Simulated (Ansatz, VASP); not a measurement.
# Ge in VASP and in Ansatz

```xyz
2
Lattice="0.0000 2.8995 2.8995 2.8995 0.0000 2.8995 2.8995 2.8995 0.0000" Properties=species:S:1:pos:R:3 pbc="T T T"
Ge    2.8995    2.8995    2.8995
Ge    4.3492    4.3492    4.3492
```

Change from the starting cell: strain +0.025 along x and y, +0.025 along z, atoms carried along.

Alike in both runs: task single point; functional PBE; k mesh 14 × 14 × 14; occupations gaussian, width 0.15 eV; no spin polarisation.

|  | VASP | Ansatz |
| --- | --- | --- |
| version | VASP 6.6.1 | Ansatz 0.2.0 |
| potentials or method | VASP PAW PBE potentials, release 64 (Ge_d), cutoff 520 eV | scalar-relativistic, plane waves, PAW |
| valence electrons in the cell | 28 | 28 |

Ansatz gave:

* gap on the k mesh at the Fermi level (eV): none
* pressure (GPa): -1.1

Task: What did VASP give for the same quantities?

Result: gap on the k mesh at the Fermi level (eV): none; pressure (GPa): -1.2.

A gap of «none» marks a metal or a gap that the smearing closes. With one functional, cell and mesh, what is left measures potentials, basis and numerics.
